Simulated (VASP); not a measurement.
# HfC (I4/mmm) in VASP: notebook

The runs below take HfC through single point, with PBE, PBEsol.

Program: VASP 6.6.1. These are calculated values, not measurements. Logs are shortened: lines on timing, memory, paths and dates and some standing lists are left out, and cuts for length are marked.

## 1. The cell of the first run

It takes space group I4/mmm (No. 139, tetragonal). Conventional cell: a = 3.288 Å, b = 3.288 Å, c = 4.464 Å, α = 90.00°, β = 90.00°, γ = 90.00°. Within 3.0 Å of Hf (site symmetry 4/mmm) lie 6 C at 2.23 to 2.33 Å. C (site symmetry 4/mmm) has 6 Hf at 2.23 to 2.33 Å within 3.0 Å.

## 2. Single point, PBE

INCAR reads:

```
SYSTEM = HfC
ALGO = Normal ; EDIFF = 1E-6
ENCUT = 520 ; GGA = PE
ISIF = 2 ; ISMEAR = -1
LASPH = .TRUE. ; LCHARG = .FALSE.
LREAL = .FALSE. ; LWAVE = .FALSE.
NBANDS = 14 ; NELM = 60
PREC = Accurate ; SIGMA = 0.05
```

KPOINTS reads:

```
k-points
0
G
  8 8 8
  0 0 0
```

POSCAR reads:

```
HfC
1.0
    0.0000000000      2.3250000000      2.2320000000
    2.3250000000      0.0000000000      2.2320000000
    2.3250000000      2.3250000000      0.0000000000
Hf C
1 1
Direct
    0.5000000000      0.5000000000      0.5000000000
    0.0000000000      0.0000000000      0.0000000000
```

Potentials or basis: VASP PAW PBE potentials, release 64 (Hf_pv, C).

Command:

```
$ cat potpaw_PBE.64/Hf_pv/POTCAR potpaw_PBE.64/C/POTCAR > POTCAR
$ mpirun -np 1 vasp_std > vasp.out
```

OUTCAR:

```text
SYSTEM = HfC
   EDIFF = 1E-6
   ENCUT = 520
   GGA = PE
   ISIF = 2
   ISMEAR = -1
   LASPH = .TRUE.
   LREAL = .FALSE.
   NELM = 60
   PREC = Accurate

 ion  position               nearest neighbor table
   1  0.500  0.500  0.500-   2 2.23   2 2.23   2 2.33   2 2.33   2 2.33   2 2.33
   2  0.000  0.000  0.000-   1 2.23   1 2.23   1 2.33   1 2.33   1 2.33   1 2.33

  LATTYP: Found a body centered tetragonal cell.
 ALAT       =     3.2880465325
 C/A-ratio  =     1.3576450199

  Lattice vectors:

 A1 = (   0.0000000000,  -2.3250000000,  -2.2320000000)
 A2 = (   0.0000000000,   2.3250000000,  -2.2320000000)
 A3 = (   2.3250000000,   0.0000000000,   2.2320000000)

Analysis of symmetry for initial positions (statically):
=====================================================================
 Subroutine PRICEL returns:
 Original cell was already a primitive cell.

 Routine SETGRP: Setting up the symmetry group for a
 body centered tetragonal supercell.

 Subroutine GETGRP returns: Found 16 space group operations
 (whereof 16 operations were pure point group operations)
 out of a pool of 16 trial point group operations.

The static configuration has the point symmetry D_4h.

Analysis of symmetry for dynamics (positions and initial velocities):
=====================================================================
 Subroutine PRICEL returns:
 Original cell was already a primitive cell.

 Routine SETGRP: Setting up the symmetry group for a
 body centered tetragonal supercell.

 Subroutine GETGRP returns: Found 16 space group operations
 (whereof 16 operations were pure point group operations)
 out of a pool of 16 trial point group operations.

The dynamic configuration has the point symmetry D_4h.

 Subroutine INISYM returns: Found 16 space group operations
 (whereof 16 operations are pure point group operations),
 and found     1 'primitive' translations

----------------------------------------------------------------------------------------

                                     Primitive cell

  volume of cell :      24.1307

  direct lattice vectors                    reciprocal lattice vectors
     0.000000000  2.325000000  2.232000000    -0.215053763  0.215053763  0.224014337
     2.325000000  0.000000000  2.232000000     0.215053763 -0.215053763  0.224014337
     2.325000000  2.325000000  0.000000000     0.215053763  0.215053763 -0.224014337

  length of vectors
     3.222956562  3.222956562  3.288046533     0.377728296  0.377728296  0.377728296

  position of ions in fractional coordinates (direct lattice)
     0.500000000  0.500000000  0.500000000
     0.000000000  0.000000000  0.000000000

  ion indices of the primitive-cell ions
   primitive index   ion index
                 1           1
                 2           2

----------------------------------------------------------------------------------------

 KPOINTS: k-points

Automatic generation of k-mesh.
 Grid dimensions read from file:
 generate k-points for:    8    8    8

 Generating k-lattice:

  Cartesian coordinates                     Fractional coordinates (reciprocal lattice)
    -0.026881720  0.026881720  0.028001792     0.125000000 -0.000000000  0.000000000
     0.026881720 -0.026881720  0.028001792    -0.000000000  0.125000000  0.000000000
     0.026881720  0.026881720 -0.028001792     0.000000000  0.000000000  0.125000000

  Length of vectors
     0.047216037  0.047216037  0.047216037

  Shift w.r.t. Gamma in fractional coordinates (k-lattice)
     0.000000000  0.000000000  0.000000000

 Subroutine IBZKPT returns following result:
 ===========================================

 Found     59 irreducible k-points:

 Following reciprocal coordinates:
            Coordinates               Weight
  0.000000  0.000000  0.000000      1.000000
  0.125000  0.000000  0.000000      8.000000
  0.250000  0.000000  0.000000      8.000000
  0.375000  0.000000  0.000000      8.000000
  0.500000  0.000000  0.000000      4.000000
  0.125000  0.125000  0.000000      2.000000
[... 16 lines left out ...]
  0.250000  0.000000  0.125000     16.000000
  0.375000  0.000000  0.125000     16.000000
 [... further k-points ...]
   k-points           NKPTS =     59   k-points in BZ     NKDIM =     59   number of bands    NBANDS=     14
   number of dos      NEDOS =    301   number of ions     NIONS =      2
   total plane-waves  NPLWV =  13824
   dimension x,y,z NGX =    24 NGY =   24 NGZ =   24
   dimension x,y,z NGXF=    48 NGYF=   48 NGZF=   48
   ions per type =               1   1
   NGX,Y,Z   is equivalent  to a cutoff of  12.38, 12.38, 12.13 a.u.
   NGXF,Y,Z  is equivalent  to a cutoff of  24.76, 24.76, 24.27 a.u.
 SYSTEM =  HfC
   PREC   = accura    normal or accurate (medium, high low for compatibility)
   ISTART =      0    job   : 0-new  1-cont  2-samecut
   ICHARG =      2    charge: 1-file 2-atom 10-const
   ISPIN  =      1    spin polarized calculation?
   LNONCOLLINEAR =      F non collinear calculations
   LSORBIT =      F    spin-orbit coupling
   LASPH  =      T    aspherical Exc in radial PAW
   ENCUT  =  520.0 eV  38.22 Ry    6.18 a.u.   5.99  5.99  6.11*2*pi/ulx,y,z
   NELM   =     60;   NELMIN=  2; NELMDL= -5     # of ELM steps
   EDIFF  = 0.1E-05   stopping-criterion for ELM
   LREAL  =      F    real-space projection
   EDIFFG = 0.1E-04   stopping-criterion for IOM
   NSW    =      0    number of steps for IOM
   IBRION =     -1    ionic relax: 0-MD 1-quasi-New 2-CG
   NFREE  =      0    steps in history (QN), initial steepest desc. (CG)
   ISIF   =      2    stress and relaxation
   ISYM   =      2    0-nonsym 1-usesym 2-fastsym
   POTIM  = 0.5000    time-step for ionic-motion
   TEBEG  =    0.0;   TEEND  =   0.0 temperature during run
   PSTRESS=    0.0 pullay stress
   NELECT =      14.0000    total number of electrons
   NUPDOWN=      -1.0000    fix difference up-down
   EMIN   =  10.00;   EMAX   =-10.00  energy-range for DOS
   EFERMI =   0.00;   METHOD = LEGACY
   ISMEAR =    -1;   SIGMA  =   0.05  broadening in eV -4-tet -1-fermi 0-gaus
   EFERMI_NEDOS =   21; number of points for ismear=-14 and -15
   IALGO  =     38    algorithm
   IMIX   =      4    mixing-type and parameters
     AMIX     =   0.40;   BMIX     =  1.00
     AMIX_MAG =   1.60;   BMIX_MAG =  1.00
  volume/ion in A,a.u.               =      12.07        81.42
  Fermi-wavevector in a.u.,A,eV,Ry     =   1.365403  2.580237 25.365681  1.864325
  Thomas-Fermi vector in A             =   2.491634
   LORBIT       =      0    0 simple, 1 ext, 2 COOP (PROOUT), +10 PAW based schemes
   GGA     = PE    functional components
[... 5 lines left out ...]
 non-spin polarized calculation
  energy-cutoff  :      520.00
  volume of cell :       24.13
 maximum number of plane-waves:       662
   NGX = 11   NGY = 11   NGZ = 13

 number of electron      14.0000002 magnetization

 Free energy of the ion-electron system (eV)
  ---------------------------------------------------
  ext. energy  EPLUGINS =         0.00000000
  ---------------------------------------------------
  free energy    TOTEN  =       -20.97271426 eV

  energy without entropy =      -20.97087553  energy(sigma->0) =      -20.97179489

 E-fermi :   6.2462     XC(G=0): -12.4850

 val. band max:        6.2086275631   @ k =   0.5000   0.0000   0.5000
 cond. band min:       6.2488297186   @ k =   0.3750   0.0000   0.3750
 fundamental gap:      0.0402021555
 Fermi energy:         6.2462251986

 k-point     1 :       0.0000    0.0000    0.0000
  band No.  band energies     occupation
      1     -23.1086      2.00000
      2     -23.1086      2.00000
      3     -23.0701      2.00000
      4      -6.2461      2.00000
      5       7.2143      0.00000
      6       7.2143      0.00000
      7       7.4662      0.00000
      8       7.5342      0.00000
      9       7.5342      0.00000
     10       7.9858      0.00000
     11       9.5075      0.00000
     12       9.9049      0.00000
     13      13.7990      0.00000
     14      17.4095      0.00000

 k-point     2 :       0.1250    0.0000    0.0000
  band No.  band energies     occupation
      1     -23.2208      2.00000
      2     -23.1238      2.00000
      3     -23.0897      2.00000
      4      -5.8331      2.00000
      5       5.4170      2.00000
      6       5.8147      1.99964
      7       6.0437      1.96576
      8       8.1844      0.00000
      9       8.3428      0.00000
     10       8.6731      0.00000
     11      11.1184      0.00000
     12      11.5544      0.00000
     13      14.6231      0.00000
     14      18.5238      0.00000

 k-point     3 :       0.2500    0.0000    0.0000
  band No.  band energies     occupation
      1     -23.5059      2.00000
      2     -23.1603      2.00000
      3     -23.1104      2.00000
      4      -4.7277      2.00000
      5       3.1646      2.00000
      6       4.3455      2.00000
      7       4.5062      2.00000
      8       9.3723      0.00000
      9       9.4089      0.00000
     10       9.4444      0.00000
     11      13.7720      0.00000
     12      14.2192      0.00000
     13      16.0525      0.00000
     14      20.2689      0.00000
[... 324 lines left out ...]
 k-point    23 :       0.2500    0.0000    0.1250
  band No.  band energies     occupation
      1     -23.4227      2.00000
      2     -23.1760      2.00000
      3     -23.1474      2.00000
      4      -4.9713      2.00000
      5       3.1744      2.00000
      6       4.8719      2.00000
      7       5.4405      2.00000
      8       7.4817      0.00000
      9      10.0885      0.00000
     10      10.3800      0.00000
     11      11.9617      0.00000
     12      14.0591      0.00000
     13      16.3478      0.00000
     14      20.2813      0.00000

 k-point    24 :       0.3750    0.0000    0.1250
  band No.  band energies     occupation
      1     -23.6785      2.00000
      2     -23.2228      2.00000
      3     -23.1745      2.00000
      4      -3.7761      2.00000
      5       1.7407      2.00000
      6       3.6649      2.00000
      7       4.2594      2.00000
      8       8.6368      0.00000
      9      11.3372      0.00000
     10      11.4816      0.00000
     11      14.3485      0.00000
     12      15.7344      0.00000
     13      17.2551      0.00000
     14      20.1768      0.00000

 [... further k-points ...]
[... 5 lines left out ...]
  --------------------------------------------------------------------------------------
  -------------------------------------------------------------------------------------
  Total        0.6106004      0.6106004      3.7117380      0.0000000      0.0000000      0.0000000
  in kB       40.5412915     40.5412915    246.4437391      0.0000000      0.0000000      0.0000000
  external PRESSURE =     109.1754407 kB  Pullay stress =       0.0000000 kB

 VOLUME and BASIS-vectors are now :
 -----------------------------------------------------------------------------
  energy-cutoff  :      520.00
  volume of cell :       24.13
      direct lattice vectors                 reciprocal lattice vectors
     0.000000000  2.325000000  2.232000000    -0.215053763  0.215053763  0.224014337
     2.325000000  0.000000000  2.232000000     0.215053763 -0.215053763  0.224014337
     2.325000000  2.325000000  0.000000000     0.215053763  0.215053763 -0.224014337

 POSITION                                       TOTAL-FORCE (eV/Angst)
 -----------------------------------------------------------------------------------
      2.32500      2.32500      2.23200         0.000000      0.000000      0.000000
      0.00000      0.00000      0.00000         0.000000      0.000000     -0.000000
 -----------------------------------------------------------------------------------
    total drift:                                0.000000     -0.000000      0.000000

  FREE ENERGIE OF THE ION-ELECTRON SYSTEM (eV)
  ---------------------------------------------------
  free  energy   TOTEN  =       -20.9727142588 eV

  energy  without entropy=      -20.9708755275  energy(sigma->0) =      -20.97179489
```

Run time: 12 s. Hardware: 1 thread of AMD EPYC 7R13 (Zen 3), shared host; peak memory 0.12 GiB.

Results:

* Free energy: -20.9727 eV
* Pressure: 10.9 GPa
* Band gap on the k mesh: zero (band 7 reaches 7.47 eV, above the bottom of band 8 at 5.73 eV)

Levels at points of the mesh, in eV from the Fermi level:
| k point | band 4 | band 5 | band 6 | band 7 | band 8 | band 9 | band 10 | band 11 |
| --- | --- | --- | --- | --- | --- | --- | --- | --- |
| (0.00, 0.00, 0.00) | -12.49 | 0.97 | 0.97 | 1.22 | 1.29 | 1.29 | 1.74 | 3.26 |
| (0.50, 0.00, 0.00) | -8.48 | -6.30 | -3.16 | -3.08 | 5.40 | 5.78 | 6.13 | 6.76 |
| (0.50, 0.50, 0.00) | -10.54 | -2.17 | -1.95 | -0.19 | -0.19 | 5.61 | 7.09 | 7.09 |
| (0.50, 0.00, 0.50) | -10.60 | -2.67 | -1.85 | -0.04 | 0.18 | 5.48 | 6.83 | 7.33 |

Caveat: spin-orbit coupling is left out, which moves the levels of the heavy elements.

## 3. Single point, PBEsol

This run uses another cell than the first one, of 12.57 Å³/atom, 1.042 times its volume.

INCAR reads:

```
ALGO = Normal
EDIFF = 1E-7
ENCUT = 520
GGA = PS
ISIF = 2
ISMEAR = -1
LASPH = True
LCHARG = True
LELF = True
LREAL = False
LVHAR = True
LWAVE = False
NBANDS = 14
NELM = 100
PREC = Accurate
SIGMA = 0.05
```

KPOINTS reads:

```
k-points
0
Gamma
  10 10 10
```

POSCAR reads:

```
HfC
1.0
    0.0000000000      2.3729431883      2.2320000000
    2.3729431883      0.0000000000      2.2320000000
    2.3729431883      2.3729431883      0.0000000000
Hf C
1 1
Direct
    0.5000000000      0.5000000000      0.5000000000
    0.0000000000      0.0000000000      0.0000000000
```

Potentials or basis: VASP PAW PBE potentials, release 64 (Hf_pv, C).

Command:

```
$ cat potpaw_PBE.64/Hf_pv/POTCAR potpaw_PBE.64/C/POTCAR > POTCAR
$ mpirun -np 1 vasp_std > vasp.out
```

Wall time 12 s (1 thread of Intel Xeon 6975P-C (Granite Rapids), shared host); peak memory 0.17 GiB.

Results (log left out):

```
Free energy            : -22.0975 eV
Pressure               : -5.3 GPa
Band gap on the k mesh : zero (band 7 reaches 6.96 eV, above the bottom of band 8 at 5.02 eV)
```

Stress tensor (GPa, compression positive):
```
-13.91   0.00   0.00
  0.00 -13.91   0.00
  0.00   0.00  12.05
```

Levels at points of the mesh, in eV from the Fermi level:
```
           k point  band 4  band 5  band 6  band 7  band 8  band 9  band 10  band 11
(0.00, 0.00, 0.00)  -12.27    0.94    0.94    1.18    1.18    1.28     1.82     2.99
(0.50, 0.00, 0.00)   -8.44   -6.15   -3.05   -2.95    5.05    5.62     5.91     6.50
(0.50, 0.50, 0.00)  -10.29   -2.07   -1.89   -0.30   -0.30    5.38     6.73     6.73
(0.50, 0.00, 0.50)  -10.39   -2.77   -1.73   -0.05    0.23    5.11     6.37     7.06
```

Caveat: the PAW data sets were made with another functional, which shifts forces and pressure a little; spin-orbit coupling is left out, which moves the levels of the heavy elements.
